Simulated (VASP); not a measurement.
BaZrO3, 5 atoms in the cell. The structure is cubic, space group Pm-3m (No. 221). Conventional cell: a = 4.191 Å, b = 4.191 Å, c = 4.191 Å, α = 90.00°, β = 90.00°, γ = 90.00°. Ba (site symmetry m-3m) has 12 O at 2.96 Å and 8 Zr at 3.63 Å within 3.9 Å. Within 2.8 Å of Zr (site symmetry m-3m) lie 6 O at 2.10 Å. Within 2.8 Å of O (site symmetry 4/mmm) lie 2 Zr at 2.10 Å. 

```yaml
Program: VASP 6.6.1
Task: relaxation of cell and atoms
Functional: PBEsol
Potentials_or_basis: VASP PAW PBE potentials, release 64 (Ba_sv, Zr_sv, O)
Cutoff: 600 eV
k_mesh: 6 × 6 × 6
Occupations: fermi-dirac, width 0.05 eV
Spin: no spin polarisation
Hubbard_terms: Zr d U = 5.0 eV
Dipole_correction: no
Further_INCAR_settings: ALGO = Normal; EDIFF = 1e-06; IBRION = 2; EDIFFG = -0.01; NSW = 60; ISIF = 3
```

Potentials or basis: VASP PAW PBE potentials, release 64 (Ba_sv, Zr_sv, O).

Run with:

```console
$ cat potpaw_PBE.64/Ba_sv/POTCAR potpaw_PBE.64/Zr_sv/POTCAR potpaw_PBE.64/O/POTCAR > POTCAR
$ mpirun -np 1 vasp_std > vasp.out
```

Hardware: 1 thread of Intel(R) Xeon(R) 6975P-C (Granite Rapids) (shared host).

**Question.** How long does it take, and how much memory?

**Answer.** Wall time 45 s on 1 thread of Intel(R) Xeon(R) 6975P-C (Granite Rapids), with other jobs on the host, peak memory 0.24 GiB. Counts: scf iterations 33, k points 20, ion steps 3.
